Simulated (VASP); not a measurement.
Write the native input for VASP 6.6.1 that does the following.

```yaml
Task: single point
Functional: PBEsol
Potentials_or_basis: VASP PAW PBE potentials, release 64 (Ti_sv, Al)
Cutoff: 520 eV
k_mesh: 16 × 16 × 16
Occupations: gaussian, width 0.1 eV
Spin: no spin polarisation
Dipole_correction: no
Further_INCAR_settings: ALGO = Fast; EDIFF = 1e-06; NBANDS = 18
```

The structure of TiAl3 lies in POSCAR:

```
TiAl3
1.0
   -1.9078978039      1.9078978039      4.2767912172
    1.9078978039     -1.9078978039      4.2767912172
    1.9078978039      1.9078978039     -4.2767912172
Ti Al
1 3
Direct
    0.0000000000      0.0000000000      0.0000000000
    0.5000000000      0.5000000000      0.0000000000
    0.7500000000      0.2500000000      0.5000000000
    0.2500000000      0.7500000000      0.5000000000
```

The input as run:

INCAR

```
SYSTEM = TiAl3
PREC = Accurate
ENCUT = 520
EDIFF = 1E-6
ISMEAR = 0
SIGMA = 0.1
LREAL = .False.
LASPH = .True.
NELM = 60
ALGO = Fast
ISIF = 2
LWAVE = .False.
LCHARG = .False.
GGA = PS
NBANDS = 18
```

KPOINTS

```
regular mesh
0
Gamma
  16 16 16
  0 0 0
```

Potentials or basis: VASP PAW PBE potentials, release 64 (Ti_sv, Al).

Run with:

```console
$ cat potpaw_PBE.64/Ti_sv/POTCAR potpaw_PBE.64/Al/POTCAR > POTCAR
$ mpirun -np 1 vasp_std > vasp.out
```

Results of the run:

| Property | Result |
| --- | --- |
| Pressure | 0.1 GPa |
| Band gap on the k mesh | zero (an odd number of electrons rules out a gap without spin polarisation) |

Caveat: the PAW data sets were made with another functional, which shifts forces and pressure a little.

Wall time 42 min on 1 thread of Intel Xeon 8259CL, on a shared host, peak memory 0.53 GiB.
